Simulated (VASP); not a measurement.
# SiCl5 (P31m) in VASP: further runs

Runs on SiCl5. Level: PBE. Tasks: single point, relaxation of cell and atoms.

All numbers are computed with VASP 6.6.1; they aren't measurements. Logs are shortened: lines on timing, memory, paths and dates and some standing lists are left out, and cuts for length are marked.

## Step 1: The cell of the first run

It takes space group P31m (No. 157, trigonal). Conventional cell: a = 5.673 Å, b = 5.673 Å, c = 7.044 Å, α = 90.00°, β = 90.00°, γ = 120.00°. Si (site symmetry 3m) has 3 Cl at 2.08 Å within 2.7 Å. Within 2.6 Å of Cl (site symmetry 3) lie 3 Cl at 1.95 Å. Cl (site symmetry m) has 2 Cl at 1.95 Å and 1 Si at 2.08 Å within 2.6 Å.

The cell was built from a structure type or drawn by symmetry, and may not be a known phase.

## Step 2: Single point, PBE

INCAR

```
ALGO     = Normal         # electronic algorithm
EDIFF    = 1E-6           # SCF threshold, eV
ENCUT    = 520            # plane-wave cutoff, eV
GGA      = PE             # functional
ISIF     = 2              # what is computed and relaxed
ISMEAR   = 0              # smearing method
LASPH    = T              # aspherical terms in the spheres
LCHARG   = T              # write CHGCAR
LELF     = T              # ELF
LREAL    = F              # projectors in reciprocal space
LVHAR    = T            
LWAVE    = F              # write WAVECAR
NBANDS   = 28             # bands
NELM     = 60             # most SCF steps
PREC     = Accurate       # precision mode
SIGMA    = 0.1            # smearing width, eV
```

KPOINTS

```
k-points
0
Gamma
  6 6 4
```

POSCAR

```
SiCl5
1.0
    5.6729530900      0.0000000000      0.0000000000
   -2.8364765400      4.9129214900      0.0000000000
    0.0000000000      0.0000000000      7.0442807600
Si Cl
1 5
Direct
    0.0000000000      0.0000000000      0.1074908800
    0.3333333300      0.6666666700      0.2211582500
    0.6666666700      0.3333333300      0.2211582500
    0.3168399600      0.0000000000      0.2546973600
    0.0000000000      0.3168399600      0.2546973600
    0.6831600400      0.6831600400      0.2546973600
```

Potentials or basis: VASP PAW PBE potentials, release 64 (Si, Cl).

Run with:

```sh
$ cat potpaw_PBE.64/Si/POTCAR potpaw_PBE.64/Cl/POTCAR > POTCAR
$ mpirun -np 1 vasp_std > vasp.out
```

OUTCAR:

```text
EDIFF = 1E-6
   ENCUT = 520
   GGA = PE
   ISIF = 2
   ISMEAR = 0
   LASPH = T
   LREAL = F
   NELM = 60
   PREC = Accurate

 ion  position               nearest neighbor table
   1  0.000  0.000  0.107-   5 2.08   4 2.08   6 2.08
   2  0.333  0.667  0.221-   4 1.95   5 1.95   6 1.95
   3  0.667  0.333  0.221-   5 1.95   4 1.95   6 1.95
   4  0.317  0.000  0.255-   2 1.95   3 1.95   1 2.08
   5  0.000  0.317  0.255-   3 1.95   2 1.95   1 2.08
   6  0.683  0.683  0.255-   3 1.95   2 1.95   1 2.08

  LATTYP: Found a hexagonal cell.
 ALAT       =     5.6729530900
 C/A-ratio  =     1.2417308319

  Lattice vectors:

 A1 = (   5.6729530900,   0.0000000000,   0.0000000000)
 A2 = (  -2.8364765400,   4.9129214900,   0.0000000000)
 A3 = (   0.0000000000,   0.0000000000,   7.0442807600)

Analysis of symmetry for initial positions (statically):
=====================================================================
 Subroutine PRICEL returns:
 Original cell was already a primitive cell.

 Routine SETGRP: Setting up the symmetry group for a
 hexagonal supercell.

 Subroutine GETGRP returns: Found  6 space group operations
 (whereof  6 operations were pure point group operations)
 out of a pool of 24 trial point group operations.

The static configuration has the point symmetry C_3v.

Analysis of symmetry for dynamics (positions and initial velocities):
=====================================================================
 Subroutine PRICEL returns:
 Original cell was already a primitive cell.

 Routine SETGRP: Setting up the symmetry group for a
 hexagonal supercell.

 Subroutine GETGRP returns: Found  6 space group operations
 (whereof  6 operations were pure point group operations)
 out of a pool of 24 trial point group operations.

The dynamic configuration has the point symmetry C_3v.

 Subroutine INISYM returns: Found  6 space group operations
 (whereof  6 operations are pure point group operations),
 and found     1 'primitive' translations

----------------------------------------------------------------------------------------

                                     Primitive cell

  volume of cell :     196.3296

  direct lattice vectors                    reciprocal lattice vectors
     5.672953090  0.000000000  0.000000000     0.176275034  0.101772438  0.000000000
    -2.836476540  4.912921490  0.000000000     0.000000000  0.203544877  0.000000000
     0.000000000  0.000000000  7.044280760     0.000000000  0.000000000  0.141959135

  length of vectors
     5.672953090  5.672953087  7.044280760     0.203544877  0.203544877  0.141959135

  position of ions in fractional coordinates (direct lattice)
     0.000000000  0.000000000  0.107490880
     0.333333330  0.666666670  0.221158250
     0.666666670  0.333333330  0.221158250
     0.316839960  0.000000000  0.254697360
     0.000000000  0.316839960  0.254697360
     0.683160040  0.683160040  0.254697360

  ion indices of the primitive-cell ions
   primitive index   ion index
                 1           1
                 2           2
                 3           3
                 4           4
                 5           5
                 6           6

----------------------------------------------------------------------------------------

 KPOINTS: k-points

Automatic generation of k-mesh.
 Grid dimensions read from file:
 generate k-points for:    6    6    4

 Generating k-lattice:

  Cartesian coordinates                     Fractional coordinates (reciprocal lattice)
     0.029379172  0.016962073  0.000000000     0.166666667  0.000000000  0.000000000
     0.000000000  0.033924146  0.000000000     0.000000000  0.166666667  0.000000000
     0.000000000  0.000000000  0.035489784     0.000000000  0.000000000  0.250000000

  Length of vectors
     0.033924146  0.033924146  0.035489784

  Shift w.r.t. Gamma in fractional coordinates (k-lattice)
     0.000000000  0.000000000  0.000000000

 Subroutine IBZKPT returns following result:
 ===========================================

 Found     24 irreducible k-points:

 Following reciprocal coordinates:
            Coordinates               Weight
  0.000000  0.000000  0.000000      1.000000
  0.166667  0.000000  0.000000      6.000000
  0.333333  0.000000  0.000000      6.000000
  0.500000  0.000000  0.000000      3.000000
  0.166667  0.166667  0.000000      6.000000
  0.333333  0.166667  0.000000     12.000000
[... 16 lines left out ...]
  0.333333  0.166667  0.500000     12.000000
  0.333333  0.333333  0.500000      2.000000
   k-points           NKPTS =     24   k-points in BZ     NKDIM =     24   number of bands    NBANDS=     28
   number of dos      NEDOS =    301   number of ions     NIONS =      6
   total plane-waves  NPLWV =  95256
   dimension x,y,z NGX =    42 NGY =   42 NGZ =   54
   dimension x,y,z NGXF=    84 NGYF=   84 NGZF=  108
   ions per type =               1   5
   NGX,Y,Z   is equivalent  to a cutoff of  12.31, 12.31, 12.74 a.u.
   NGXF,Y,Z  is equivalent  to a cutoff of  24.62, 24.62, 25.49 a.u.
 SYSTEM =  unknown system
   PREC   = accura    normal or accurate (medium, high low for compatibility)
   ISTART =      0    job   : 0-new  1-cont  2-samecut
   ICHARG =      2    charge: 1-file 2-atom 10-const
   ISPIN  =      1    spin polarized calculation?
   LNONCOLLINEAR =      F non collinear calculations
   LSORBIT =      F    spin-orbit coupling
   LASPH  =      T    aspherical Exc in radial PAW
   ENCUT  =  520.0 eV  38.22 Ry    6.18 a.u.  10.55 10.55 13.10*2*pi/ulx,y,z
   NELM   =     60;   NELMIN=  2; NELMDL= -5     # of ELM steps
   EDIFF  = 0.1E-05   stopping-criterion for ELM
   LREAL  =      F    real-space projection
   EDIFFG = 0.1E-04   stopping-criterion for IOM
   NSW    =      0    number of steps for IOM
   IBRION =     -1    ionic relax: 0-MD 1-quasi-New 2-CG
   NFREE  =      0    steps in history (QN), initial steepest desc. (CG)
   ISIF   =      2    stress and relaxation
   ISYM   =      2    0-nonsym 1-usesym 2-fastsym
   POTIM  = 0.5000    time-step for ionic-motion
   TEBEG  =    0.0;   TEEND  =   0.0 temperature during run
   PSTRESS=    0.0 pullay stress
   NELECT =      39.0000    total number of electrons
   NUPDOWN=      -1.0000    fix difference up-down
   EMIN   =  10.00;   EMAX   =-10.00  energy-range for DOS
   EFERMI =   0.00;   METHOD = LEGACY
   ISMEAR =     0;   SIGMA  =   0.10  broadening in eV -4-tet -1-fermi 0-gaus
   EFERMI_NEDOS =   21; number of points for ismear=-14 and -15
   IALGO  =     38    algorithm
   IMIX   =      4    mixing-type and parameters
     AMIX     =   0.40;   BMIX     =  1.00
     AMIX_MAG =   1.60;   BMIX_MAG =  1.00
  volume/ion in A,a.u.               =      32.72       220.82
  Fermi-wavevector in a.u.,A,eV,Ry     =   0.955215  1.805095 12.414442  0.912436
  Thomas-Fermi vector in A             =   2.084032
   LORBIT       =      0    0 simple, 1 ext, 2 COOP (PROOUT), +10 PAW based schemes
   GGA     = PE    functional components
   LHFCALC =     F    Hartree Fock is set to
   AEXX    =    0.0000 exact exchange contribution
   IVDW    =     0    specifies the selected vdW correction
   LEPSILON=     F    determine dielectric tensor
   LRPA    =     F    only Hartree local field effects (RPA)
 non-spin polarized calculation
 Gauss-broadening in eV      SIGMA  =   0.10
  energy-cutoff  :      520.00
  volume of cell :      196.33
 maximum number of plane-waves:      5318
   NGX = 21   NGY = 21   NGZ = 27

 number of electron      39.0000000 magnetization

 Free energy of the ion-electron system (eV)
  ---------------------------------------------------
  ext. energy  EPLUGINS =         0.00000000
  ---------------------------------------------------
  free energy    TOTEN  =         1.80582153 eV

  energy without entropy =        1.82421398  energy(sigma->0) =        1.81501776

 E-fermi :   2.5114     XC(G=0):  -6.2944

 val. band max:        2.2441074726   @ k =   0.1667   0.1667   0.5000
 cond. band min:       2.5234144934   @ k =   0.3333   0.1667   0.0000
 fundamental gap:      0.2793070208
 Fermi energy:         2.5113819683

 k-point     1 :       0.0000    0.0000    0.0000
  band No.  band energies     occupation
      1     -20.9580      2.00000
      2     -17.6261      2.00000
      3     -17.4763      2.00000
      4     -17.4763      2.00000
      5     -13.1044      2.00000
      6     -10.0766      2.00000
[... 20 lines left out ...]
     27       6.5651      0.00000
     28       7.8621      0.00000

 k-point     2 :       0.1667    0.0000    0.0000
  band No.  band energies     occupation
      1     -20.8513      2.00000
      2     -18.4146      2.00000
      3     -17.5767      2.00000
      4     -16.6322      2.00000
      5     -13.1914      2.00000
      6      -9.8858      2.00000
[... 20 lines left out ...]
     27       7.2699      0.00000
     28       7.6180      0.00000

 k-point     3 :       0.3333    0.0000    0.0000
  band No.  band energies     occupation
      1     -20.5538      2.00000
      2     -19.1671      2.00000
      3     -17.7604      2.00000
      4     -15.7926      2.00000
      5     -13.3702      2.00000
      6      -9.4644      2.00000
[... 20 lines left out ...]
     27       7.4920      0.00000
     28       7.6953      0.00000

 k-point     4 :       0.5000    0.0000    0.0000
  band No.  band energies     occupation
      1     -20.2725      2.00000
      2     -19.6017      2.00000
      3     -17.8448      2.00000
      4     -15.3974      2.00000
      5     -13.4769      2.00000
      6      -9.4679      2.00000
[... 578 lines left out ...]
     27       7.5099      0.00000
     28       7.7761      0.00000

 k-point    23 :       0.3333    0.1667    0.5000
  band No.  band energies     occupation
      1     -20.2953      2.00000
      2     -19.5413      2.00000
      3     -17.9421      2.00000
      4     -15.2017      2.00000
      5     -13.6587      2.00000
      6      -9.5006      2.00000
[... 20 lines left out ...]
     27       7.0538      0.00000
     28       7.5516      0.00000

 k-point    24 :       0.3333    0.3333    0.5000
  band No.  band energies     occupation
      1     -19.9329      2.00000
      2     -19.9329      2.00000
      3     -18.0739      2.00000
      4     -14.3593      2.00000
      5     -14.3593      2.00000
      6      -9.7511      2.00000
[... 20 lines left out ...]
     27       7.0080      0.00000
     28       7.3542      0.00000

------------------------ aborting loop because EDIFF is reached ----------------------------------------

  FORCE on cell =-STRESS in cart. coord.  units (eV):
  Direction    XX          YY          ZZ          XY          YZ          ZX
  --------------------------------------------------------------------------------------
  -------------------------------------------------------------------------------------
  Total       58.7356034     58.7356034      4.4440349      0.0000001      0.0000000      0.0000000
  in kB      479.3208751    479.3208750     36.2662268      0.0000005      0.0000000      0.0000000
  external PRESSURE =     331.6359923 kB  Pullay stress =       0.0000000 kB

 VOLUME and BASIS-vectors are now :
 -----------------------------------------------------------------------------
  energy-cutoff  :      520.00
  volume of cell :      196.33
      direct lattice vectors                 reciprocal lattice vectors
     5.672953090  0.000000000  0.000000000     0.176275034  0.101772438  0.000000000
    -2.836476540  4.912921490  0.000000000     0.000000000  0.203544877  0.000000000
     0.000000000  0.000000000  7.044280760     0.000000000  0.000000000  0.141959135

 POSITION                                       TOTAL-FORCE (eV/Angst)
 -----------------------------------------------------------------------------------
      0.00000      0.00000      0.75720         0.000000      0.000000     -3.446405
     -0.00000      3.27528      1.55790         0.000000      0.000000     -2.127018
      2.83648      1.63764      1.55790         0.000000      0.000000     -2.127018
      1.79742      0.00000      1.79416        -7.021322      0.000000      2.566814
     -0.89871      1.55661      1.79416         3.510661     -6.080643      2.566814
      1.93777      3.35631      1.79416         3.510661      6.080643      2.566814
 -----------------------------------------------------------------------------------
    total drift:                                0.000000      0.000001     -0.001547

  FREE ENERGIE OF THE ION-ELECTRON SYSTEM (eV)
  ---------------------------------------------------
  free  energy   TOTEN  =         1.8058215304 eV

  energy  without entropy=        1.8242139826  energy(sigma->0) =        1.81501776
```

Run time: 1.9 min. Hardware: 1 thread of Intel Xeon Platinum 8488C (Sapphire Rapids), shared host; peak memory 0.34 GiB.

Results:

```yaml
Free_energy: 1.8058 eV
Pressure: 33.2 GPa
Largest_force: 7.476 eV/Å
Band_gap_on_the_k_mesh: zero (an odd number of electrons rules out a gap without spin polarisation)
```

Forces in eV/Å, atoms in the order of the input:
```
Si   0.000  0.000 -3.446
Cl   0.000  0.000 -2.127
Cl   0.000  0.000 -2.127
Cl  -7.021  0.000  2.567
Cl   3.511 -6.081  2.567
Cl   3.511  6.081  2.567
```

Stress tensor (GPa, compression positive):
```
47.93  0.00  0.00
 0.00 47.93  0.00
 0.00  0.00  3.63
```

Caveat: the cell stands under pressure; an odd number of electrons without spin polarisation forces a metal; a magnetic or distorted state may lie lower.

## Step 3: Relaxation of cell and atoms, PBE

INCAR

```
SYSTEM = SiCl5
  PREC = Accurate
  ENCUT = 600
  EDIFF = 1E-7
  ISMEAR = 0
  SIGMA = 0.1
  LREAL = .False.
  LASPH = .True.
  NELM = 60
  ALGO = Normal
  ISIF = 3
  LWAVE = .False.
  LCHARG = .False.
  GGA = PE
  IBRION = 2
  NSW = 90
  EDIFFG = -0.04
```

KPOINTS

```
Automatic mesh
0
Gamma
  6 6 4
  0 0 0
```

POSCAR is that of step 2.

Potentials or basis: VASP PAW PBE potentials, release 64 (Si, Cl).

Run with:

```sh
$ cat potpaw_PBE.64/Si/POTCAR potpaw_PBE.64/Cl/POTCAR > POTCAR
$ mpirun -np 1 vasp_std > vasp.out
```

Run time: 34 min. Hardware: 1 thread of Intel Xeon Platinum 8488C (Sapphire Rapids), shared host; peak memory 0.41 GiB.

The run converged. Its results:

| Quantity | Value |
| --- | --- |
| Free energy | -16.0653 eV |
| Relaxed cell | a = 8.277 Å, b = 8.277 Å, c = 6.178 Å, α = 90.00°, β = 90.00°, γ = 120.00° |
| Space group after relaxing (to 0.1 Å) | P-62m (No. 189) |
| Energy gained by relaxing | 2977.9 meV/atom |
| Ionic steps | 30 |
| Pressure after relaxing | 0.0 GPa |
| Largest force after relaxing | 0.016 eV/Å |
| Band gap on the k mesh | zero (an odd number of electrons rules out a gap without spin polarisation) |

Forces in eV/Å, atoms in the order of the input:
```
Si   0.000  0.000  0.012
Cl   0.000  0.000  0.000
Cl   0.000  0.000  0.000
Cl  -0.015  0.000 -0.004
Cl   0.008 -0.013 -0.004
Cl   0.008  0.013 -0.004
```

Stress tensor (GPa, compression positive):
```
0.00 0.00 0.00
0.00 0.00 0.00
0.00 0.00 0.09
```

Step by step:
| step | energy change (eV) | largest force (eV/Å) | pressure (GPa) | volume (Å³) |
| --- | --- | --- | --- | --- |
| 1 | 0.0000 | 7.4753 | 33.20 | 196.33 |
| 2 | -14.1273 | 2.2088 | -2.21 | 441.11 |
| 3 | -15.1632 | 1.0950 | -0.07 | 332.50 |
| 4 | -15.1777 | 1.0696 | -0.68 | 346.43 |
| 5 | -15.1815 | 1.0750 | -0.45 | 340.59 |
| 6 | -15.3762 | 0.9518 | -0.11 | 334.71 |
| 7 | -15.6658 | 0.6538 | 2.11 | 317.45 |
| 8 | -15.6665 | 1.0015 | 0.99 | 323.44 |
| 9 | -15.6893 | 0.8615 | 1.43 | 320.77 |
| 10 | -15.7993 | 0.9615 | 1.59 | 323.49 |
| 11 | -16.0416 | 1.6579 | 2.43 | 331.49 |
| 12 | -15.5260 | 6.3907 | 5.62 | 346.61 |
| 13 | -16.0383 | 2.3187 | 2.89 | 334.32 |
| 14 | -16.1211 | 2.3889 | 2.84 | 337.37 |
| 15 | -16.3604 | 2.5825 | 2.69 | 346.52 |
| 16 | -16.7585 | 2.8630 | 2.43 | 364.75 |
| 17 | -17.1988 | 2.9912 | 1.76 | 400.70 |
| 18 | -16.5772 | 1.3772 | -0.73 | 469.08 |
| 19 | -17.1212 | 3.1589 | 1.47 | 419.93 |
| 20 | -17.4124 | 1.3013 | 0.06 | 429.61 |
| 21 | -17.4490 | 0.6834 | -0.54 | 434.72 |
| 22 | -17.4864 | 0.6457 | -0.51 | 431.47 |
| 23 | -17.5881 | 0.5237 | -0.42 | 421.78 |
| 24 | -17.7428 | 0.3993 | -0.22 | 402.72 |
| 25 | -17.8479 | 0.3187 | 0.23 | 365.84 |
| 26 | -17.8499 | 0.3037 | 0.18 | 369.63 |
| 27 | -17.8473 | 0.3847 | -0.38 | 371.47 |
| 28 | -17.8559 | 0.2577 | -0.08 | 370.45 |
| 29 | -17.8625 | 0.1658 | -0.04 | 369.12 |
| 30 | -17.8675 | 0.0157 | 0.03 | 366.54 |

Final structure:
```
CELL_PARAMETERS angstrom
8.27718 0.00000 0.00000
-4.13859 7.16825 0.00000
0.00000 0.00000 6.17762
ATOMIC_POSITIONS crystal
Si 0.00000 0.00000 0.21892
Cl 0.33333 0.66667 0.21854
Cl 0.66667 0.33333 0.21854
Cl 0.23726 0.00000 0.21930
Cl 0.00000 0.23726 0.21930
Cl 0.76274 0.76274 0.21930
```

Levels at points of the mesh, in eV from the Fermi level:
```
           k point  band 17  band 18  band 19  band 20  band 21  band 22  band 23
(0.00, 0.00, 0.00)    -0.14    -0.08    -0.08    -0.08     1.94     2.11     5.01
(0.50, 0.00, 0.00)    -0.13    -0.10    -0.09     0.00     1.90     2.28     5.18
(0.00, 0.00, 0.50)    -0.19    -0.11    -0.07    -0.07     1.85     2.26     6.00
(0.50, 0.00, 0.50)    -0.14    -0.13    -0.13     0.00     1.81     2.42     5.76
```

Caveat: the volume moved by over 15 % at a fixed basis, so the end points are rough; an odd number of electrons without spin polarisation forces a metal; a magnetic or distorted state may lie lower.
